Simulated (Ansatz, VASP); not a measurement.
## One calculation of Ga4SeS, two programs

```
Ga Se S
1.0
     0.00000    4.65183    4.65183
     4.65183    0.00000    4.65183
     4.65183    4.65183    0.00000
Ga Se S
4 1 1
Direct
  0.89843 0.30470 0.89843
  0.89843 0.89843 0.89843
  0.30470 0.89843 0.89843
  0.89843 0.89843 0.30470
  0.25000 0.25000 0.25000
  0.75000 0.75000 0.75000
```

Alike in both runs: functional PBE; k mesh 6 × 6 × 6; occupations gaussian, width 0.02 eV; no spin polarisation.

Ansatz relaxed the structure, and its values are those at the end. VASP's run is a single point on that final structure, the one shown.

```csv
,VASP,Ansatz
version,VASP 6.6.1,Ansatz 0.2.0
potentials or method,"VASP PAW PBE potentials, release 64 (Ga_d, Se, S), cutoff 520 eV","scalar-relativistic, plane waves, PAW"
valence electrons in the cell,64,74
```

VASP gave:

* gap on the k mesh at the Fermi level (eV): 0.74
* least direct gap on the mesh (eV): 1.05
* pressure (GPa): 0.1
* rms of the force components (eV/Å): 0.007

Task: Estimate Ansatz's values.

Result: gap on the k mesh at the Fermi level (eV): 0.74; least direct gap on the mesh (eV): 1.05; pressure (GPa): 0.0; rms of the force components (eV/Å): 0.004.

The functional is the same, so the differences come from potentials, cutoffs and numerics. VASP's potentials hold 64 valence electrons a cell and Ansatz's 74, so a difference there can come from the potentials and not from the codes. Ansatz's warnings: xc potential rough in thin density.
